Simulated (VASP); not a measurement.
Here is a VASP 6.6.1 calculation.

File INCAR:

```
SYSTEM = BiTe
PREC = Accurate ; ENCUT = 520
EDIFF = 1E-6 ; ISMEAR = -1
SIGMA = 0.05 ; LREAL = .FALSE.
LASPH = .TRUE. ; NELM = 100
ALGO = Normal ; ISIF = 2
LWAVE = .FALSE. ; LCHARG = .TRUE.
GGA = RP ; IVDW = 13
LELF = .TRUE. ; LVHAR = .TRUE.
NBANDS = 18
```

Contents of KPOINTS:

```
Automatic mesh
0
G
  7 7 7
  0 0 0
```

File POSCAR:

```
BiTe
1.0
    0.0000000000      3.1894914324      3.1894914324
    3.1894914324      0.0000000000      3.1894914324
    3.1894914324      3.1894914324      0.0000000000
Bi Te
1 1
Direct
    0.0000000000      0.0000000000      0.0000000000
    0.5000000000      0.5000000000      0.5000000000
```

Potentials or basis: VASP PAW PBE potentials, release 64 (Bi_d, Te).

Run with:

```sh
$ cat potpaw_PBE.64/Bi_d/POTCAR potpaw_PBE.64/Te/POTCAR > POTCAR
$ mpirun -np 1 vasp_std > vasp.out
```

**Question.** Estimate the pressure.

**Answer.** -0.1 GPa.

**Question.** What does it give for the dispersion energy per atom?

**Answer.** -0.921 eV.

Caveat: the PAW data sets were made with another functional, which shifts forces and pressure a little; pairwise dispersion overbinds metals, which lowers pressure and volume.
